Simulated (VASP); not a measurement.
TaN: single point with PBE

Crystal: TaN.

```
Ta N
1.0
     0.00000    2.17900    2.17900
     2.17900    0.00000    2.17900
     2.17900    2.17900    0.00000
Ta N
1 1
Direct
  0.50000 0.50000 0.50000
  0.99713 0.99713 0.00287
```

This cell differs from its parent crystal: all N atoms moved +0.013 Å, as atom 2 towards its neighbour atom 1 (Ta) at 2.179 Å.

```json
{
 "Program": "VASP 6.6.1",
 "Task": "single point",
 "Functional": "PBE",
 "Potentials or basis": "VASP PAW PBE potentials, release 64 (Ta_pv, N)",
 "Cutoff": "520 eV",
 "k mesh": "18 × 18 × 18",
 "Occupations": "gaussian, width 0.15 eV",
 "Spin": "no spin polarisation"
}
```

| Property | Result |
| --- | --- |
| Pressure | 15.6 GPa |
| Largest force | 0.113 eV/Å |
| Band gap on the k mesh | zero (band 8 reaches 11.85 eV, above the bottom of band 9 at 7.68 eV) |

Forces on the atoms (eV/Å):
```
Ta   0.000  0.000 -0.113
N    0.000  0.000  0.113
```

Stress tensor (GPa, compression positive):
```
15.52  0.00  0.00
 0.00 15.52  0.00
 0.00  0.00 15.61
```

Levels at points of the mesh, in eV from the Fermi level:
| k point | band 6 | band 7 | band 8 | band 9 | band 10 | band 11 |
| --- | --- | --- | --- | --- | --- | --- |
| (0.00, 0.00, 0.00) | -3.92 | -3.92 | -2.20 | -2.19 | -2.19 | 0.06 |
| (0.50, 0.00, 0.00) | -7.79 | -7.79 | 1.98 | 1.98 | 2.07 | 3.90 |
| (0.50, 0.50, 0.00) | -5.67 | -4.72 | -4.72 | 2.20 | 3.69 | 3.69 |
| (0.00, 0.50, 0.50) | -5.68 | -4.72 | -4.71 | 2.20 | 3.69 | 3.69 |

Wall time 53 s on 1 thread of Intel(R) Xeon(R) Platinum 8488C (Sapphire Rapids), on a shared host, peak memory 0.26 GiB.

Caveat: the cell differs from its parent crystal (all N atoms moved +0.013 Å, as atom 2 towards its neighbour atom 1 (Ta) at 2.179 Å); spin-orbit coupling is left out, which moves the levels of the heavy elements.
